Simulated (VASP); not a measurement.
# Ge (Cmmm) in VASP: notebook

Ge is run at these levels: PBEsol; tasks: single point.

All numbers are computed with VASP 6.6.1; they aren't measurements. Logs are shortened: lines on timing, memory, paths and dates and some standing lists are left out, and cuts for length are marked.

### Step 1. The cell of the first run

Symmetry: Cmmm, No. 65, orthorhombic system. The conventional cell has a = 2.555 Å, b = 4.670 Å, c = 2.447 Å, α = 90.00°, β = 90.00°, γ = 90.00°. Within 3.2 Å of Ge (site symmetry mmm) lie 8 Ge at 2.45 to 2.66 Å.

### Step 2. Single point, PBEsol

INCAR reads:

```
  PREC = Accurate
  ENCUT = 520
  EDIFF = 1E-6
  ISMEAR = -1
  SIGMA = 0.05
  LREAL = False
  LASPH = True
  NELM = 100
  ALGO = Normal
  ISIF = 2
  LWAVE = False
  LCHARG = True
  GGA = PS
  LELF = True
  LVHAR = True
  NBANDS = 13
```

KPOINTS reads:

```
regular mesh
0
Gamma
  11 11 10
```

POSCAR reads:

```
Ge
1.0
    1.2772678222     -2.3351674334      0.0000000000
    1.2772678222      2.3351674334      0.0000000000
    0.0000000000      0.0000000000      2.4473964854
Ge
1
Direct
    0.5000000000      0.5000000000      0.0000000000
```

Potentials or basis: VASP PAW PBE potentials, release 64 (Ge_d).

Launch:

```sh
> cat potpaw_PBE.64/Ge_d/POTCAR > POTCAR
> mpirun -np 1 vasp_std > vasp.out
```

OUTCAR:

```text
PREC = Accurate
   ENCUT = 520
   EDIFF = 1E-6
   ISMEAR = -1
   LREAL = False
   LASPH = True
   NELM = 100
   ISIF = 2
   GGA = PS

 ion  position               nearest neighbor table
   1  0.500  0.500  0.000-

  LATTYP: Found a base centered orthorhombic cell.
 ALAT       =     2.5545356444
 B/A-ratio  =     1.8282519866
 C/A-ratio  =     0.9580592429

  Lattice vectors:

 A1 = (   1.2772678222,  -2.3351674334,   0.0000000000)
 A2 = (   1.2772678222,   2.3351674334,   0.0000000000)
 A3 = (   0.0000000000,   0.0000000000,   2.4473964854)

Analysis of symmetry for initial positions (statically):
=====================================================================
 Subroutine PRICEL returns:
 Original cell was already a primitive cell.

 Routine SETGRP: Setting up the symmetry group for a
 base centered orthorhombic supercell.

 Subroutine GETGRP returns: Found  8 space group operations
 (whereof  8 operations were pure point group operations)
 out of a pool of  8 trial point group operations.

The static configuration has the point symmetry D_2h.

Analysis of symmetry for dynamics (positions and initial velocities):
=====================================================================
 Subroutine PRICEL returns:
 Original cell was already a primitive cell.

 Routine SETGRP: Setting up the symmetry group for a
 base centered orthorhombic supercell.

 Subroutine GETGRP returns: Found  8 space group operations
 (whereof  8 operations were pure point group operations)
 out of a pool of  8 trial point group operations.

The dynamic configuration has the point symmetry D_2h.

 Subroutine INISYM returns: Found  8 space group operations
 (whereof  8 operations are pure point group operations),
 and found     1 'primitive' translations

----------------------------------------------------------------------------------------

                                     Primitive cell

  volume of cell :      14.5994

  direct lattice vectors                    reciprocal lattice vectors
     1.277267822 -2.335167433  0.000000000     0.391460578 -0.214117409  0.000000000
     1.277267822  2.335167433  0.000000000     0.391460578  0.214117409  0.000000000
     0.000000000  0.000000000  2.447396485     0.000000000  0.000000000  0.408597465

  length of vectors
     2.661657384  2.661657384  2.447396485     0.446192390  0.446192390  0.408597465

  position of ions in fractional coordinates (direct lattice)
     0.500000000  0.500000000  0.000000000

  ion indices of the primitive-cell ions
   primitive index   ion index
                 1           1

----------------------------------------------------------------------------------------

 KPOINTS: regular mesh

Automatic generation of k-mesh.
 Grid dimensions read from file:
 generate k-points for:   11   11   10

 Generating k-lattice:

  Cartesian coordinates                     Fractional coordinates (reciprocal lattice)
     0.035587325 -0.019465219  0.000000000     0.090909091  0.000000000  0.000000000
     0.035587325  0.019465219  0.000000000     0.000000000  0.090909091  0.000000000
     0.000000000  0.000000000  0.040859747     0.000000000  0.000000000  0.100000000

  Length of vectors
     0.040562945  0.040562945  0.040859747

  Shift w.r.t. Gamma in fractional coordinates (k-lattice)
     0.000000000  0.000000000  0.000000000

 Subroutine IBZKPT returns following result:
 ===========================================

 Found    216 irreducible k-points:

 Following reciprocal coordinates:
            Coordinates               Weight
  0.000000  0.000000  0.000000      1.000000
  0.090909 -0.000000  0.000000      4.000000
  0.181818  0.000000  0.000000      4.000000
  0.272727  0.000000  0.000000      4.000000
  0.363636 -0.000000  0.000000      4.000000
  0.454545 -0.000000  0.000000      4.000000
[... 16 lines left out ...]
 -0.272727  0.181818  0.000000      4.000000
 -0.181818  0.181818  0.000000      2.000000
 [... further k-points ...]
   k-points           NKPTS =    216   k-points in BZ     NKDIM =    216   number of bands    NBANDS=     13
   number of dos      NEDOS =    301   number of ions     NIONS =      1
   total plane-waves  NPLWV =   7200
   dimension x,y,z NGX =    20 NGY =   20 NGZ =   18
   dimension x,y,z NGXF=    40 NGYF=   40 NGZF=   36
   ions per type =               1
   NGX,Y,Z   is equivalent  to a cutoff of  12.49, 12.49, 12.23 a.u.
   NGXF,Y,Z  is equivalent  to a cutoff of  24.98, 24.98, 24.45 a.u.
 SYSTEM =  unknown system
   PREC   = accura    normal or accurate (medium, high low for compatibility)
   ISTART =      0    job   : 0-new  1-cont  2-samecut
   ICHARG =      2    charge: 1-file 2-atom 10-const
   ISPIN  =      1    spin polarized calculation?
   LNONCOLLINEAR =      F non collinear calculations
   LSORBIT =      F    spin-orbit coupling
   LASPH  =      T    aspherical Exc in radial PAW
   ENCUT  =  520.0 eV  38.22 Ry    6.18 a.u.   4.95  4.95  4.55*2*pi/ulx,y,z
   NELM   =    100;   NELMIN=  2; NELMDL= -5     # of ELM steps
   EDIFF  = 0.1E-05   stopping-criterion for ELM
   LREAL  =      F    real-space projection
   EDIFFG = 0.1E-04   stopping-criterion for IOM
   NSW    =      0    number of steps for IOM
   IBRION =     -1    ionic relax: 0-MD 1-quasi-New 2-CG
   NFREE  =      0    steps in history (QN), initial steepest desc. (CG)
   ISIF   =      2    stress and relaxation
   ISYM   =      2    0-nonsym 1-usesym 2-fastsym
   POTIM  = 0.5000    time-step for ionic-motion
   TEBEG  =    0.0;   TEEND  =   0.0 temperature during run
   PSTRESS=    0.0 pullay stress
   NELECT =      14.0000    total number of electrons
   NUPDOWN=      -1.0000    fix difference up-down
   EMIN   =  10.00;   EMAX   =-10.00  energy-range for DOS
   EFERMI =   0.00;   METHOD = LEGACY
   ISMEAR =    -1;   SIGMA  =   0.05  broadening in eV -4-tet -1-fermi 0-gaus
   EFERMI_NEDOS =   21; number of points for ismear=-14 and -15
   IALGO  =     38    algorithm
   IMIX   =      4    mixing-type and parameters
     AMIX     =   0.40;   BMIX     =  1.00
     AMIX_MAG =   1.60;   BMIX_MAG =  1.00
  volume/ion in A,a.u.               =      14.60        98.52
  Fermi-wavevector in a.u.,A,eV,Ry     =   1.614381  3.050738 35.459863  2.606226
  Thomas-Fermi vector in A             =   2.709299
   LORBIT       =      0    0 simple, 1 ext, 2 COOP (PROOUT), +10 PAW based schemes
   GGA     = PS    functional components
   LHFCALC =     F    Hartree Fock is set to
   AEXX    =    0.0000 exact exchange contribution
   IVDW    =     0    specifies the selected vdW correction
   LEPSILON=     F    determine dielectric tensor
   LRPA    =     F    only Hartree local field effects (RPA)
 non-spin polarized calculation
  energy-cutoff  :      520.00
  volume of cell :       14.60
 maximum number of plane-waves:       405
   NGX =  9   NGY =  9   NGZ =  9

 number of electron      13.9999988 magnetization

 Free energy of the ion-electron system (eV)
  ---------------------------------------------------
  ext. energy  EPLUGINS =         0.00000000
  ---------------------------------------------------
  free energy    TOTEN  =        -4.45983914 eV

  energy without entropy =       -4.45689849  energy(sigma->0) =       -4.45836882

 E-fermi :   9.7266     XC(G=0): -12.7386

 val. band max:        9.7202021697   @ k =  -0.3636   0.1818   0.1000
 cond. band min:       9.7438710429   @ k =   0.4545  -0.0000   0.4000
 fundamental gap:      0.0236688733
 Fermi energy:         9.7265768379

 k-point     1 :       0.0000    0.0000    0.0000
  band No.  band energies     occupation
      1     -15.4653      2.00000
      2     -15.2794      2.00000
      3     -15.1937      2.00000
      4     -14.9588      2.00000
      5     -14.9368      2.00000
      6      -6.0160      2.00000
      7      17.9486      0.00000
      8      19.3997      0.00000
      9      20.9231      0.00000
     10      21.1918      0.00000
     11      24.5025      0.00000
     12      26.2654      0.00000
     13      26.5167      0.00000

 k-point     2 :       0.0909   -0.0000    0.0000
  band No.  band energies     occupation
      1     -15.4529      2.00000
      2     -15.2625      2.00000
      3     -15.1949      2.00000
      4     -14.9625      2.00000
      5     -14.9454      2.00000
      6      -5.7660      2.00000
      7      17.9290      0.00000
      8      18.2113      0.00000
      9      18.8185      0.00000
     10      21.7676      0.00000
     11      23.4674      0.00000
     12      26.1172      0.00000
     13      29.4880      0.00000

 k-point     3 :       0.1818    0.0000    0.0000
  band No.  band energies     occupation
      1     -15.4242      2.00000
      2     -15.2449      2.00000
      3     -15.1671      2.00000
      4     -14.9798      2.00000
      5     -14.9607      2.00000
      6      -5.0124      2.00000
      7      14.1034      0.00000
      8      17.0295      0.00000
      9      18.9879      0.00000
     10      20.7517      0.00000
     11      23.4410      0.00000
     12      28.8703      0.00000
     13      32.2947      0.00000
[... 305 lines left out ...]
 k-point    23 :      -0.2727    0.1818    0.0000
  band No.  band energies     occupation
      1     -15.4177      2.00000
      2     -15.2779      2.00000
      3     -15.1028      2.00000
      4     -15.0043      2.00000
      5     -14.9521      2.00000
      6      -4.3792      2.00000
      7      10.9843      0.00000
      8      15.4357      0.00000
      9      19.5963      0.00000
     10      22.9888      0.00000
     11      24.8119      0.00000
     12      29.3553      0.00000
     13      35.6947      0.00000

 k-point    24 :      -0.1818    0.1818    0.0000
  band No.  band energies     occupation
      1     -15.4387      2.00000
      2     -15.2838      2.00000
      3     -15.1311      2.00000
      4     -14.9892      2.00000
      5     -14.9428      2.00000
      6      -5.0936      2.00000
      7      12.7642      0.00000
      8      18.5867      0.00000
      9      18.8872      0.00000
     10      21.4333      0.00000
     11      23.8201      0.00000
     12      30.5047      0.00000
     13      31.9674      0.00000

 [... further k-points ...]
[... 5 lines left out ...]
  --------------------------------------------------------------------------------------
  -------------------------------------------------------------------------------------
  Total        2.7190491      2.7267332      2.7051504      0.0000000      0.0000000      0.0000000
  in kB      298.3962166    299.2394898    296.8709355      0.0000000      0.0000000      0.0000000
  external PRESSURE =     298.1688807 kB  Pullay stress =       0.0000000 kB

 VOLUME and BASIS-vectors are now :
 -----------------------------------------------------------------------------
  energy-cutoff  :      520.00
  volume of cell :       14.60
      direct lattice vectors                 reciprocal lattice vectors
     1.277267822 -2.335167433  0.000000000     0.391460578 -0.214117409  0.000000000
     1.277267822  2.335167433  0.000000000     0.391460578  0.214117409  0.000000000
     0.000000000  0.000000000  2.447396485     0.000000000  0.000000000  0.408597465

 POSITION                                       TOTAL-FORCE (eV/Angst)
 -----------------------------------------------------------------------------------
      1.27727      0.00000      0.00000         0.000000      0.000000      0.000000
 -----------------------------------------------------------------------------------
    total drift:                               -0.000000      0.000000     -0.000000

  FREE ENERGIE OF THE ION-ELECTRON SYSTEM (eV)
  ---------------------------------------------------
  free  energy   TOTEN  =        -4.4598391449 eV

  energy  without entropy=       -4.4568984942  energy(sigma->0) =       -4.45836882
```

It took 13 s on 1 thread of Intel Xeon 6975P-C (Granite Rapids), shared host; peak memory 0.15 GiB.

Results:

| Property | Result |
| --- | --- |
| Free energy | -4.4598 eV |
| Pressure | 29.8 GPa |
| Band gap on the k mesh | zero (band 7 reaches 17.95 eV, above the bottom of band 8 at 6.10 eV) |

Stress tensor (GPa, compression positive):
```
29.84  0.00  0.00
 0.00 29.92  0.00
 0.00  0.00 29.69
```

Levels at points of the mesh, in eV from the Fermi level:
| k point | band 3 | band 4 | band 5 | band 6 | band 7 | band 8 | band 9 | band 10 | band 11 | band 12 |
| --- | --- | --- | --- | --- | --- | --- | --- | --- | --- | --- |
| (0.00, 0.00, 0.00) | -24.92 | -24.69 | -24.66 | -15.74 | 8.22 | 9.67 | 11.20 | 11.47 | 14.78 | 16.54 |
| (0.00, 0.00, 0.50) | -24.84 | -24.81 | -24.79 | -10.37 | -7.93 | 14.06 | 15.66 | 18.80 | 19.24 | 20.43 |

Caveat: the PAW data sets were made with another functional, which shifts forces and pressure a little.

### Step 3. Single point, PBEsol

This run uses another cell than the first one, of 15.47 Å³/atom, 1.060 times its volume.

INCAR reads:

```
SYSTEM = Ge
ALGO = Normal
EDIFF = 1E-6
ENCUT = 520
GGA = PS
ISIF = 2
ISMEAR = -1
LASPH = .TRUE.
LCHARG = .FALSE.
LREAL = .FALSE.
LWAVE = .FALSE.
NBANDS = 13
NELM = 100
PREC = Accurate
SIGMA = 0.05
```

KPOINTS reads:

```
k-points
0
G
  11 11 10
  0 0 0
```

POSCAR reads:

```
Ge
1.0
    1.3205063598     -2.3276536620      0.0000000000
    1.3205063598      2.3276536620      0.0000000000
    0.0000000000      0.0000000000      2.5170603311
Ge
1
Direct
    0.5000000000      0.5000000000      0.0000000000
```

Potentials or basis: VASP PAW PBE potentials, release 64 (Ge_d).

Launch:

```sh
> cat potpaw_PBE.64/Ge_d/POTCAR > POTCAR
> mpirun -np 1 vasp_std > vasp.out
```

Run time: 14 s. Hardware: 1 thread of Intel Xeon 6975P-C (Granite Rapids), shared host; peak memory 0.15 GiB.

The run converged. Its results:

- Free energy: -4.5962 eV
- Pressure: 19.9 GPa
- Band gap on the k mesh: zero (band 7 reaches 16.66 eV, above the bottom of band 8 at 5.74 eV)

Levels at points of the mesh, in eV from the Fermi level:
```csv
k point,band 4,band 5,band 6,band 7,band 8,band 9,band 10,band 11
"(0.00, 0.00, 0.00)",-24.61,-24.61,-15.12,7.49,9.99,10.41,10.93,15.29
"(0.00, 0.00, 0.50)",-24.72,-24.71,-10.28,-7.46,13.89,14.33,18.66,19.35
```

Caveat: the PAW data sets were made with another functional, which shifts forces and pressure a little.

### Step 4. Single point, PBEsol

This run uses another cell than the first one, of 16.61 Å³/atom, 1.138 times its volume.

INCAR reads:

```
SYSTEM = Ge
  PREC = Accurate
  ENCUT = 520
  EDIFF = 1E-6
  ISMEAR = -1
  SIGMA = 0.05
  LREAL = .False.
  LASPH = .True.
  NELM = 80
  ALGO = Normal
  ISIF = 2
  LWAVE = .False.
  LCHARG = .False.
  GGA = PS
  NBANDS = 13
```

KPOINTS reads:

```
Automatic mesh
0
Gamma
  11 11 10
  0 0 0
```

POSCAR reads:

```
Ge
1.0
    1.3479511142     -2.3897736431      0.0000000000
    1.3479511142      2.3897736431      0.0000000000
    0.0000000000      0.0000000000      2.5780005502
Ge
1
Direct
    0.5000000000      0.5000000000      0.0000000000
```

Launch:

```sh
> cat potpaw_PBE.64/Ge_d/POTCAR > POTCAR
> mpirun -np 1 vasp_std > vasp.out
```

Wall time 13 s (1 thread of Intel Xeon 6975P-C (Granite Rapids), shared host); peak memory 0.15 GiB.

The run converged. Its results:

| Quantity | Value |
| --- | --- |
| Free energy | -4.7011 eV |
| Pressure | 9.8 GPa |
| Band gap on the k mesh | zero (band 7 reaches 15.35 eV, above the bottom of band 8 at 5.09 eV) |

Levels at points of the mesh, in eV from the Fermi level:
```csv
k point,band 3,band 4,band 5,band 6,band 7,band 8,band 9,band 10,band 11,band 12
"(0.00, 0.00, 0.00)",-24.72,-24.53,-24.52,-14.37,7.13,9.30,9.84,10.63,14.72,15.52
"(0.00, 0.00, 0.50)",-24.62,-24.62,-24.59,-9.93,-6.87,12.79,13.34,18.02,18.53,19.32
```

Caveat: the PAW data sets were made with another functional, which shifts forces and pressure a little.

### Step 5. Single point, PBEsol

This run uses another cell than the first one, of 17.38 Å³/atom, 1.191 times its volume.

INCAR reads:

```
SYSTEM = Ge
PREC = Accurate ; ENCUT = 520
EDIFF = 1E-7 ; ISMEAR = -1
SIGMA = 0.05 ; LREAL = .FALSE.
LASPH = .TRUE. ; NELM = 100
ALGO = Normal ; ISIF = 2
LWAVE = .FALSE. ; LCHARG = .FALSE.
GGA = PS ; NBANDS = 13
```

KPOINTS reads:

```
Automatic mesh
0
G
  11 11 10
  0 0 0
```

POSCAR reads:

```
Ge
1.0
    1.3697047328     -2.4230479562      0.0000000000
    1.3697047328      2.4230479562      0.0000000000
    0.0000000000      0.0000000000      2.6186022827
Ge
1
Direct
    0.5000000000      0.5000000000      0.0000000000
```

Launch:

```sh
> cat potpaw_PBE.64/Ge_d/POTCAR > POTCAR
> mpirun -np 1 vasp_std > vasp.out
```

Wall time 12 s (1 thread of Intel Xeon 6975P-C (Granite Rapids), shared host); peak memory 0.16 GiB.

Results (log left out):

| Item | Value |
| --- | --- |
| Free energy | -4.7371 eV |
| Pressure | 4.8 GPa |
| Band gap on the k mesh | zero (band 7 reaches 14.53 eV, above the bottom of band 8 at 4.71 eV) |

Levels at points of the mesh, in eV from the Fermi level:
| k point | band 5 | band 6 | band 7 | band 8 | band 9 | band 10 |
| --- | --- | --- | --- | --- | --- | --- |
| (0.00, 0.00, 0.00) | -24.49 | -13.94 | 6.87 | 8.94 | 9.40 | 10.42 |
| (0.00, 0.00, 0.50) | -24.55 | -9.75 | -6.53 | 12.18 | 12.65 | 17.61 |

Caveat: the PAW data sets were made with another functional, which shifts forces and pressure a little.

### Step 6. Overview

| cell | gap on the mesh (eV) | pressure (GPa) |
| --- | --- | --- |
| a = 2.662, b = 2.662, c = 2.447 Å, angles 90.0, 90.0, 122.6°, 1 atom | none | 29.8 |
| a = 2.676, b = 2.676, c = 2.517 Å, angles 90.0, 90.0, 120.9°, 1 atom | none | 19.9 |
| a = 2.744, b = 2.744, c = 2.578 Å, angles 90.0, 90.0, 121.1°, 1 atom | none | 9.8 |
| a = 2.783, b = 2.783, c = 2.619 Å, angles 90.0, 90.0, 121.0°, 1 atom | none | 4.8 |

Alike in all rows: task single point; level PBEsol; potentials or basis VASP PAW PBE potentials, release 64 (Ge_d); no spin polarisation; k mesh 11 × 11 × 10; cutoff (eV) 520; smearing fermi-dirac 0.05 eV.

Caveats: the PAW data sets were made with another functional, which shifts forces and pressure a little.

Absolute energies hang on the potentials; compare differences alone.
